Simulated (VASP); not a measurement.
Wanted: the native input for a VASP 6.6.1 run.

```yaml
Task: single point
Functional: PBEsol
Potentials_or_basis: VASP PAW PBE potentials, release 64 (W_sv)
Cutoff: 520 eV
k_mesh: 8 × 5 × 5
Occupations: fermi-dirac, width 0.1 eV
Spin: no spin polarisation
Dipole_correction: no
Further_INCAR_settings: ALGO = Normal; EDIFF = 1e-06; NBANDS = 36
```

The structure of W lies in POSCAR:

```
W
1.0
    2.8826706110      0.0000000000      0.0000000000
    0.0000000000      4.9902604247      0.0000000000
    0.0000000000      0.0000000000      5.0516451412
W
4
Direct
    0.7931700000      0.5631600000      0.2500000000
    0.2068300000      0.0631600000      0.2500000000
    0.2068300000      0.4368400000      0.7500000000
    0.7931700000      0.9368400000      0.7500000000
```

The input as run:

INCAR

```
SYSTEM = W
PREC = Accurate
ENCUT = 520
EDIFF = 1E-6
ISMEAR = -1
SIGMA = 0.1
LREAL = .False.
LASPH = .True.
NELM = 60
ALGO = Normal
ISIF = 2
LWAVE = .False.
LCHARG = .False.
GGA = PS
NBANDS = 36
```

KPOINTS

```
regular mesh
0
Gamma
  8 5 5
  0 0 0
```

Potentials or basis: VASP PAW PBE potentials, release 64 (W_sv).

Launch:

```console
$ cat potpaw_PBE.64/W_sv/POTCAR > POTCAR
$ mpirun -np 1 vasp_std > vasp.out
```

It gave:

| Item | Value |
| --- | --- |
| Pressure | -26.7 GPa |
| Largest force | 0.265 eV/Å |
| Band gap on the k mesh | zero (band 28 reaches 9.95 eV, above the bottom of band 29 at 8.85 eV) |

Caveat: the PAW data sets were made with another functional, which shifts forces and pressure a little; spin-orbit coupling is left out, which moves the levels of the heavy elements.

It took 3.6 min on 1 thread of AMD EPYC 7R13 (shared host), peak memory 0.2 GiB.
